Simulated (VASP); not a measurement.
Write the native input for VASP 6.6.1 that does the following.

```
Task                   : single point
Functional             : PBE
Potentials or basis    : VASP PAW PBE potentials, release 64 (Cs_sv)
Cutoff                 : 520 eV
k mesh                 : 12 × 12 × 12
Occupations            : gaussian, width 0.15 eV
Spin                   : no spin polarisation
Dipole correction      : no
Further INCAR settings : ALGO = Fast; EDIFF = 1e-07; NBANDS = 10
```

The structure of Cs lies in POSCAR:

```
Cs
1.0
   -3.0225000000      2.5691250000      3.0225000000
    3.0225000000     -2.5691250000      3.0225000000
    3.0225000000      2.5691250000     -3.0225000000
Cs
1
Direct
    0.0000000000      0.0000000000      0.0000000000
```

This cell differs from its parent crystal: strain -0.1500 x Voigt [0, 1, 0, 0, 0, 0].

These files were run (other wordings do the same):

INCAR

```
SYSTEM = Cs
PREC     = Accurate       ! precision mode
ENCUT    = 520            ! plane-wave cutoff, eV
EDIFF    = 1E-7           ! SCF threshold, eV
ISMEAR   = 0              ! smearing method
SIGMA    = 0.15           ! smearing width, eV
LREAL    = .False.        ! projectors in reciprocal space
LASPH    = .True.         ! aspherical terms in the spheres
NELM     = 60             ! most SCF steps
ALGO     = Fast           ! electronic algorithm
ISIF     = 2              ! what is computed and relaxed
LWAVE    = .False.        ! write WAVECAR
LCHARG   = .False.        ! write CHGCAR
GGA      = PE             ! functional
NBANDS   = 10             ! bands
```

KPOINTS

```
Automatic mesh
0
Gamma
  12 12 12
  0 0 0
```

Potentials or basis: VASP PAW PBE potentials, release 64 (Cs_sv).

Run with:

```sh
$ cat potpaw_PBE.64/Cs_sv/POTCAR > POTCAR
$ mpirun -np 1 vasp_std > vasp.out
```

It gave:

| Quantity | Value |
| --- | --- |
| Pressure | 0.6 GPa |
| Band gap on the k mesh | zero (an odd number of electrons rules out a gap without spin polarisation) |

Caveat: the cell differs from its parent crystal (strain -0.1500 x Voigt [0, 1, 0, 0, 0, 0]); spin-orbit coupling is left out, which moves the levels of the heavy elements.

Wall time 7.1 min on 1 thread of AMD EPYC 7R13, with other jobs on the host, peak memory 0.3 GiB.
